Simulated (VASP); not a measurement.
# Pd (Fm-3m) in VASP: further runs, part 2 of 2

VASP 6.6.1. The steps go on from the part before.

## (4) Single point, r2SCAN+D4

This run uses another cell than the first one, of 15.34 Å³/atom, 1.020 times its volume.

File POSCAR:

```
Pd
1.0
    0.0000000000      1.9721147795      1.9721147795
    1.9721147795      0.0000000000      1.9721147795
    1.9721147795      1.9721147795      0.0000000000
Pd
1
Direct
    0.0000000000      0.0000000000      0.0000000000
```

File INCAR.step1:

```
SYSTEM = Pd
  PREC = Accurate
  ENCUT = 520
  ISMEAR = -1
  SIGMA = 0.05
  LREAL = .False.
  LASPH = .True.
  NELM = 80
  NBANDS = 11
  GGA = PE
  ALGO = Normal
  EDIFF = 1E-4
  LWAVE = .True.
  LCHARG = .False.
```

File INCAR.step2:

```
SYSTEM = Pd
  PREC = Accurate
  ENCUT = 520
  EDIFF = 1E-6
  ISMEAR = -1
  SIGMA = 0.05
  LREAL = .False.
  LASPH = .True.
  NELM = 80
  ALGO = Normal
  ISIF = 2
  LWAVE = .False.
  LCHARG = .False.
  METAGGA = R2SCAN
  LMIXTAU = .True.
  IVDW = 13
  VDW_S6 = 1.0
  VDW_S8 = 0.6018749
  VDW_A1 = 0.51559235
  VDW_A2 = 5.77342911
  NBANDS = 11
  ISTART = 1
```

File KPOINTS:

```
regular mesh
0
Gamma
  12 12 12
  0 0 0
```

Potentials or basis: VASP PAW PBE potentials, release 64 (Pd).

Run with:

```console
cat potpaw_PBE.64/Pd/POTCAR > POTCAR
cp INCAR.step1 INCAR
mpirun -np 1 vasp_std > vasp.out
cp INCAR.step2 INCAR
mpirun -np 1 vasp_std > vasp.out
```

OUTCAR:

```text
SYSTEM = Pd
   PREC = Accurate
   ENCUT = 520
   EDIFF = 1E-6
   ISMEAR = -1
   LREAL = .False.
   LASPH = .True.
   NELM = 80
   ISIF = 2
   METAGGA = R2SCAN
   IVDW = 13
   ISTART = 1

 ion  position               nearest neighbor table
   1  0.000  0.000  0.000-

  LATTYP: Found a face centered cubic cell.
 ALAT       =     3.9442295590

  Lattice vectors:

 A1 = (   0.0000000000,   1.9721147795,   1.9721147795)
 A2 = (   1.9721147795,   0.0000000000,   1.9721147795)
 A3 = (   1.9721147795,   1.9721147795,   0.0000000000)

Analysis of symmetry for initial positions (statically):
[... 33 lines left out ...]
                                     Primitive cell

  volume of cell :      15.3400

  direct lattice vectors                    reciprocal lattice vectors
     0.000000000  1.972114780  1.972114780    -0.253534939  0.253534939  0.253534939
     1.972114780  0.000000000  1.972114780     0.253534939 -0.253534939  0.253534939
     1.972114780  1.972114780  0.000000000     0.253534939  0.253534939 -0.253534939

  length of vectors
     2.788991468  2.788991468  2.788991468     0.439135396  0.439135396  0.439135396

  position of ions in fractional coordinates (direct lattice)
     0.000000000  0.000000000  0.000000000

  ion indices of the primitive-cell ions
   primitive index   ion index
                 1           1

----------------------------------------------------------------------------------------

 KPOINTS: regular mesh

Automatic generation of k-mesh.
 Grid dimensions read from file:
 generate k-points for:   12   12   12

 Generating k-lattice:

  Cartesian coordinates                     Fractional coordinates (reciprocal lattice)
    -0.021127912  0.021127912  0.021127912     0.083333333  0.000000000  0.000000000
     0.021127912 -0.021127912  0.021127912     0.000000000  0.083333333  0.000000000
     0.021127912  0.021127912 -0.021127912     0.000000000  0.000000000  0.083333333

  Length of vectors
     0.036594616  0.036594616  0.036594616

  Shift w.r.t. Gamma in fractional coordinates (k-lattice)
     0.000000000  0.000000000  0.000000000

 Subroutine IBZKPT returns following result:
 ===========================================

 Found     72 irreducible k-points:

 Following reciprocal coordinates:
            Coordinates               Weight
  0.000000  0.000000  0.000000      1.000000
  0.083333  0.000000  0.000000      8.000000
  0.166667  0.000000  0.000000      8.000000
  0.250000  0.000000  0.000000      8.000000
  0.333333  0.000000  0.000000      8.000000
  0.416667  0.000000  0.000000      8.000000
[... 16 lines left out ...]
  0.500000  0.166667  0.000000     24.000000
 -0.416667  0.166667  0.000000     24.000000
 [... further k-points ...]
   k-points           NKPTS =     72   k-points in BZ     NKDIM =     72   number of bands    NBANDS=     11
   number of dos      NEDOS =    301   number of ions     NIONS =      1
   total plane-waves  NPLWV =  13824
   dimension x,y,z NGX =    24 NGY =   24 NGZ =   24
   dimension x,y,z NGXF=    48 NGYF=   48 NGZF=   48
   ions per type =               1
   NGX,Y,Z   is equivalent  to a cutoff of  14.31, 14.31, 14.31 a.u.
   NGXF,Y,Z  is equivalent  to a cutoff of  28.61, 28.61, 28.61 a.u.
 SYSTEM =  Pd
   PREC   = accura    normal or accurate (medium, high low for compatibility)
   ISTART =      1    job   : 0-new  1-cont  2-samecut
   ICHARG =      0    charge: 1-file 2-atom 10-const
   ISPIN  =      1    spin polarized calculation?
   LNONCOLLINEAR =      F non collinear calculations
   LSORBIT =      F    spin-orbit coupling
   LASPH  =      T    aspherical Exc in radial PAW
   ENCUT  =  520.0 eV  38.22 Ry    6.18 a.u.   5.19  5.19  5.19*2*pi/ulx,y,z
   NELM   =     80;   NELMIN=  2; NELMDL=  0     # of ELM steps
   EDIFF  = 0.1E-05   stopping-criterion for ELM
   LREAL  =      F    real-space projection
   EDIFFG = 0.1E-04   stopping-criterion for IOM
   NSW    =      0    number of steps for IOM
   IBRION =     -1    ionic relax: 0-MD 1-quasi-New 2-CG
   NFREE  =      0    steps in history (QN), initial steepest desc. (CG)
   ISIF   =      2    stress and relaxation
   ISYM   =      2    0-nonsym 1-usesym 2-fastsym
   POTIM  = 0.5000    time-step for ionic-motion
   TEBEG  =    0.0;   TEEND  =   0.0 temperature during run
   PSTRESS=    0.0 pullay stress
   NELECT =      10.0000    total number of electrons
   NUPDOWN=      -1.0000    fix difference up-down
   EMIN   =  10.00;   EMAX   =-10.00  energy-range for DOS
   EFERMI =   0.00;   METHOD = LEGACY
   ISMEAR =    -1;   SIGMA  =   0.05  broadening in eV -4-tet -1-fermi 0-gaus
   EFERMI_NEDOS =   21; number of points for ismear=-14 and -15
   IALGO  =     38    algorithm
   IMIX   =      4    mixing-type and parameters
     AMIX     =   0.40;   BMIX     =  1.00
     AMIX_MAG =   1.60;   BMIX_MAG =  1.00
  volume/ion in A,a.u.               =      15.34       103.52
  Fermi-wavevector in a.u.,A,eV,Ry     =   1.419491  2.682449 27.415123  2.014955
  Thomas-Fermi vector in A             =   2.540506
   LORBIT       =      0    0 simple, 1 ext, 2 COOP (PROOUT), +10 PAW based schemes
   METAGGA = R2SCAN    functional components
   LHFCALC =     F    Hartree Fock is set to
   AEXX    =    0.0000 exact exchange contribution
   IVDW    =    13    specifies the selected vdW correction
   LEPSILON=     F    determine dielectric tensor
   LRPA    =     F    only Hartree local field effects (RPA)
 non-spin polarized calculation
  energy-cutoff  :      520.00
  volume of cell :       15.34
 maximum number of plane-waves:       432
 NGX is ok and might be reduce to    24
   NGX = 11   NGY = 11   NGZ = 11

 number of electron      10.0000000 magnetization

 Free energy of the ion-electron system (eV)
  ---------------------------------------------------
  ext. energy  EPLUGINS =         0.00000000
  ---------------------------------------------------
  free energy    TOTEN  =       -22.95337550 eV

  energy without entropy =      -22.93389377  energy(sigma->0) =      -22.94363464

 E-fermi :   8.9303     XC(G=0): -13.8480

 val. band max:        8.9247944500   @ k =  -0.4167   0.3333   0.0833
 cond. band min:       8.9315709529   @ k =  -0.2500   0.4167   0.1667
 fundamental gap:      0.0067765028
 Fermi energy:         8.9303080776

 k-point     1 :       0.0000    0.0000    0.0000
  band No.  band energies     occupation
      1       2.0819      2.00000
      2       6.2139      2.00000
      3       6.2139      2.00000
      4       6.2139      2.00000
      5       7.7191      2.00000
      6       7.7191      2.00000
      7      26.9520      0.00000
      8      31.5155      0.00000
      9      31.7082      0.00000
     10      31.7082      0.00000
     11      31.7083      0.00000

 k-point     2 :       0.0833    0.0000    0.0000
  band No.  band energies     occupation
      1       2.3323      2.00000
      2       6.1326      2.00000
      3       6.2966      2.00000
      4       6.2966      2.00000
      5       7.6831      2.00000
      6       7.6831      2.00000
      7      27.1703      0.00000
      8      30.1587      0.00000
      9      31.5371      0.00000
     10      31.9673      0.00000
     11      31.9673      0.00000

 k-point     3 :       0.1667    0.0000    0.0000
  band No.  band energies     occupation
      1       3.0076      2.00000
      2       5.9994      2.00000
      3       6.4609      2.00000
      4       6.4609      2.00000
      5       7.6651      2.00000
      6       7.6651      2.00000
      7      26.7370      0.00000
      8      28.2636      0.00000
      9      31.5325      0.00000
     10      32.6202      0.00000
     11      32.6202      0.00000
[... 267 lines left out ...]
 k-point    23 :       0.5000    0.1667    0.0000
  band No.  band energies     occupation
      1       4.3842      2.00000
      2       5.7428      2.00000
      3       6.7345      2.00000
      4       6.9513      2.00000
      5       8.9533      0.77362
      6      12.2121      0.00000
      7      17.2135      0.00000
      8      25.9212      0.00000
      9      28.2796      0.00000
     10      28.8644      0.00000
     11      31.5625      0.00000

 k-point    24 :      -0.4167    0.1667    0.0000
  band No.  band energies     occupation
      1       4.4347      2.00000
      2       5.7485      2.00000
      3       6.6653      2.00000
      4       7.1515      2.00000
      5       8.7000      1.98021
      6      12.7833      0.00000
      7      16.6679      0.00000
      8      25.2782      0.00000
      9      28.4726      0.00000
     10      29.3414      0.00000
     11      31.5539      0.00000

 [... further k-points ...]

------------------------ aborting loop because EDIFF is reached ----------------------------------------

  DFT-D4 for vdW energy calculation

  Edisp (eV):   -0.16321

  FORCE on cell =-STRESS in cart. coord.  units (eV):
  Direction    XX          YY          ZZ          XY          YZ          ZX
  --------------------------------------------------------------------------------------
  -------------------------------------------------------------------------------------
  Total      -0.56030    -0.56030    -0.56030     0.00000     0.00000     0.00000
  in kB     -58.51963   -58.51963   -58.51963     0.00000     0.00000     0.00000
  external pressure =      -58.52 kB  Pullay stress =        0.00 kB

 VOLUME and BASIS-vectors are now :
 -----------------------------------------------------------------------------
  energy-cutoff  :      520.00
  volume of cell :       15.34
      direct lattice vectors                 reciprocal lattice vectors
     0.000000000  1.972114780  1.972114780    -0.253534939  0.253534939  0.253534939
     1.972114780  0.000000000  1.972114780     0.253534939 -0.253534939  0.253534939
     1.972114780  1.972114780  0.000000000     0.253534939  0.253534939 -0.253534939

 POSITION                                       TOTAL-FORCE (eV/Angst)
 -----------------------------------------------------------------------------------
      0.00000      0.00000      0.00000         0.000000      0.000000      0.000000
 -----------------------------------------------------------------------------------
    total drift:                               -0.000000      0.000000      0.000000

  FREE ENERGIE OF THE ION-ELECTRON SYSTEM (eV)
  ---------------------------------------------------
  free  energy   TOTEN  =       -23.1165823742 eV

  energy  without entropy=      -23.0971006371  energy(sigma->0) =      -23.10684151
```

It took 50 s on 1 thread of AMD EPYC 9R45 (Zen 5), shared host; peak memory 0.11 GiB.

What came out:

```
Free energy                : -23.1166 eV
Pressure                   : -5.9 GPa
Band gap on the k mesh     : zero (band 5 reaches 9.24 eV, above the bottom of band 6 at 7.67 eV)
Dispersion energy per atom : -0.163 eV
```

Caveat: the PAW data sets were made with another functional, which shifts forces and pressure a little; pairwise dispersion overbinds metals, which lowers pressure and volume.

## (5) Single point, r2SCAN+D4

This run uses another cell than the first one, of 15.64 Å³/atom, 1.039 times its volume.

File POSCAR:

```
Pd
1.0
    0.0000000000      1.9846763588      1.9846763588
    1.9846763588      0.0000000000      1.9846763588
    1.9846763588      1.9846763588      0.0000000000
Pd
1
Direct
    0.0000000000      0.0000000000      0.0000000000
```

File INCAR.step1:

```
SYSTEM = Pd
PREC     = Accurate       ! precision mode
ENCUT    = 520            ! plane-wave cutoff, eV
ISMEAR   = -1             ! smearing method
SIGMA    = 0.05           ! smearing width, eV
LREAL    = .False.        ! projectors in reciprocal space
LASPH    = .True.         ! aspherical terms in the spheres
NELM     = 60             ! most SCF steps
NBANDS   = 11             ! bands
GGA      = PE             ! functional
ALGO     = Normal         ! electronic algorithm
EDIFF    = 1E-4           ! SCF threshold, eV
LWAVE    = .True.         ! write WAVECAR
LCHARG   = .False.        ! write CHGCAR
```

File INCAR.step2:

```
SYSTEM = Pd
PREC     = Accurate       ! precision mode
ENCUT    = 520            ! plane-wave cutoff, eV
EDIFF    = 1E-6           ! SCF threshold, eV
ISMEAR   = -1             ! smearing method
SIGMA    = 0.05           ! smearing width, eV
LREAL    = .False.        ! projectors in reciprocal space
LASPH    = .True.         ! aspherical terms in the spheres
NELM     = 60             ! most SCF steps
ALGO     = Normal         ! electronic algorithm
ISIF     = 2              ! what is computed and relaxed
LWAVE    = .False.        ! write WAVECAR
LCHARG   = .False.        ! write CHGCAR
METAGGA  = R2SCAN         ! meta-GGA
LMIXTAU  = .True.       
IVDW     = 13             ! dispersion correction
VDW_S6   = 1.0          
VDW_S8   = 0.6018749    
VDW_A1   = 0.51559235   
VDW_A2   = 5.77342911   
NBANDS   = 11             ! bands
ISTART   = 1
```

File KPOINTS:

```
Automatic mesh
0
Gamma
  12 12 12
  0 0 0
```

Run with:

```console
cat potpaw_PBE.64/Pd/POTCAR > POTCAR
cp INCAR.step1 INCAR
mpirun -np 1 vasp_std > vasp.out
cp INCAR.step2 INCAR
mpirun -np 1 vasp_std > vasp.out
```

Run time: 52 s. Hardware: 1 thread of AMD EPYC 9R45 (Zen 5), shared host; peak memory 0.12 GiB.

Results (log left out):

```
Free energy                : -23.1032 eV
Pressure                   : -8.7 GPa
Band gap on the k mesh     : zero (band 5 reaches 8.92 eV, above the bottom of band 6 at 7.40 eV)
Dispersion energy per atom : -0.161 eV
```

Levels at points of the mesh, in eV from the Fermi level:
```csv
k point,band 3,band 4,band 5,band 6,band 7,band 8
"(0.00, 0.00, 0.00)",-2.63,-2.63,-1.18,-1.18,18.00,22.64
"(0.50, 0.00, 0.00)",-2.70,-0.02,-0.02,1.45,7.27,17.39
"(0.50, 0.50, 0.00)",-0.08,0.29,0.29,3.69,10.73,13.62
```

Caveat: the PAW data sets were made with another functional, which shifts forces and pressure a little; pairwise dispersion overbinds metals, which lowers pressure and volume.

## (6) Overview

| level | cell | gap on the mesh (eV) | pressure (GPa) |
| --- | --- | --- | --- |
| r2SCAN+D4 | a = 2.771 Å, angles 60.0°, 1 atom | none | -2.6 |
| r2SCAN | a = 2.771 Å, angles 60.0°, 1 atom | none | -1.0 |
| r2SCAN+D4 | a = 2.789 Å, angles 60.0°, 1 atom | none | -5.9 |
| r2SCAN+D4 | a = 2.807 Å, angles 60.0°, 1 atom | none | -8.7 |

Alike in all rows: task single point; potentials or basis VASP PAW PBE potentials, release 64 (Pd); no spin polarisation; k mesh 12 × 12 × 12; cutoff (eV) 520; smearing fermi-dirac 0.05 eV.

Caveats: the PAW data sets were made with another functional, which shifts forces and pressure a little; pairwise dispersion overbinds metals, which lowers pressure and volume (some runs).

Total energies depend on the potentials used, so only differences within one code and one set of settings carry meaning.
